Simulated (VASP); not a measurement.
AlP: single point with PBE

AlP:

```
Al P
1.0
     0.00000    2.70721    2.70721
     2.70721    0.00000    2.70721
     2.70721    2.70721    0.00000
Al P
1 1
Direct
  0.00000 0.00000 0.00000
  0.25000 0.25000 0.25000
```

| Property | Result |
| --- | --- |
| Program | VASP 6.6.1 |
| Task | single point |
| Functional | PBE |
| Potentials or basis | VASP PAW PBE potentials, release 64 (Al, P) |
| Cutoff | 500 eV |
| k mesh | 6 × 6 × 6 |
| Occupations | gaussian, width 0.01 eV |
| Spin | no spin polarisation |
| Dipole correction | no |
| Further INCAR settings | ALGO = Normal; EDIFF = 1e-06; NBANDS = 11 |

```yaml
Pressure: 4.7 GPa
Band_gap_on_the_k_mesh: 1.53 eV, indirect (least direct gap 3.52 eV)
```

Levels at points of the mesh, in eV from the valence-band top:
| k point | band 1 | band 2 | band 3 | band 4 | band 5 | band 6 | band 7 | band 8 |
| --- | --- | --- | --- | --- | --- | --- | --- | --- |
| (0.00, 0.00, 0.00) | -11.65 | 0.00 | 0.00 | 0.00 | 3.52 | 4.59 | 4.59 | 4.59 |
| (0.50, 0.00, 0.00) | -9.91 | -5.64 | -0.78 | -0.78 | 2.91 | 4.82 | 4.82 | 8.34 |
| (0.50, 0.50, 0.00) | -9.22 | -5.40 | -2.16 | -2.16 | 1.53 | 2.46 | 11.29 | 11.29 |

Wall time 3.6 s on 1 thread of Intel(R) Xeon(R) 6975P-C (Granite Rapids), on a shared host, peak memory 0.14 GiB.

A k mesh can miss the band edges.
